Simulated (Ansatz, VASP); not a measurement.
# HfIn4SiO6: VASP beside Ansatz

The input INCAR:

```
SYSTEM = HfIn4SiO6
PREC = Accurate ; ENCUT = 520
EDIFF = 1E-6 ; ISMEAR = -1
SIGMA = 0.05 ; LREAL = .FALSE.
LASPH = .TRUE. ; NELM = 80
ALGO = Normal ; ISIF = 2
LWAVE = .FALSE. ; LCHARG = .FALSE.
GGA = PE ; NBANDS = 63
```

Contents of KPOINTS:

```
regular mesh
0
G
  4 4 3
  0 0 0
```

POSCAR

```
HfIn4SiO6
1.0
    2.7515889669     -4.7654661770      0.0084396178
    2.7515889669      4.7654661770      0.0084396178
   -1.9038784937      0.0000000000      7.4986663007
Hf In Si O
1 4 1 6
Direct
    0.7883500000      0.2116500000      0.0000000000
    0.6217500000      0.3782500000      0.5000000000
    0.4550200000      0.5449800000      0.0000000000
    0.2840700000      0.7159300000      0.5000000000
    0.9581400000      0.0418600000      0.5000000000
    0.1216800000      0.8783200000      0.0000000000
    0.0621900000      0.1141500000      0.8666600000
    0.8858500000      0.9378100000      0.1333400000
    0.7949000000      0.5378400000      0.8666300000
    0.4621600000      0.2051000000      0.1333700000
    0.1535200000      0.6287900000      0.1333300000
    0.3712100000      0.8464800000      0.8666700000
```

input.yaml

```yaml
crystal:
  lattice:
    - [2.7515889669, -4.765466177, 0.0084396178]
    - [2.7515889669, 4.765466177, 0.0084396178]
    - [-1.9038784937, 0.0, 7.4986663007]
  atoms:
    - { symbol: Hf, position: [0.78835, 0.21165, 0.0] }
    - { symbol: In, position: [0.62175, 0.37825, 0.5] }
    - { symbol: In, position: [0.45502, 0.54498, 0.0] }
    - { symbol: In, position: [0.28407, 0.71593, 0.5] }
    - { symbol: In, position: [0.95814, 0.04186, 0.5] }
    - { symbol: Si, position: [0.12168, 0.87832, 0.0] }
    - { symbol: O, position: [0.06219, 0.11415, 0.86666] }
    - { symbol: O, position: [0.88585, 0.93781, 0.13334] }
    - { symbol: O, position: [0.7949, 0.53784, 0.86663] }
    - { symbol: O, position: [0.46216, 0.2051, 0.13337] }
    - { symbol: O, position: [0.15352, 0.62879, 0.13333] }
    - { symbol: O, position: [0.37121, 0.84648, 0.86667] }
kpoints:
  mp_grid: { grid: [4, 4, 3] }
scf:
  occupations: { method: fermi_dirac, width: 0.05 }
hamiltonian:
  xc: pbe
  pseudopotentials: { kind: all_electron, lapw: { basis_error: 0.003 } }
output:
  forces: true
  stress: true
  eigenvalues: true
```

Change from the starting cell: volume scaled by 1.04.

Alike in both runs: task single point; functional PBE; k mesh 4 × 4 × 3; occupations fermi-dirac, width 0.05 eV; no spin polarisation.

|  | VASP | Ansatz |
| --- | --- | --- |
| version | VASP 6.6.1 | Ansatz 0.2.0 |
| potentials or method | VASP PAW PBE potentials, release 64 (Hf_pv, In_d, Si, O), cutoff 520 eV | all-electron LAPW, scalar-relativistic |

Ansatz gave:

```
gap on the k mesh at the Fermi level (eV)                     : none
pressure (GPa)                                                : -4.6
traceless stress, the component that is largest in VASP (GPa) : 1.37
rms of the force components (eV/Å)                            : 0.146
```

Which values does VASP return?

gap on the k mesh at the Fermi level (eV): none; pressure (GPa): -5.0; traceless stress, the component that is largest in VASP (GPa): 1.46; rms of the force components (eV/Å): 0.181.

Atom by atom the forces differ by 0.052 eV/Å (rms over components). A gap of «none» marks a metal or a gap that the smearing closes. Ansatz ran all-electron here, and VASP with PAW potentials.

Spin-orbit coupling is off throughout. Noted on Ansatz's run: the k mesh is thin for a metal, which can move the energy by tens of meV per atom.
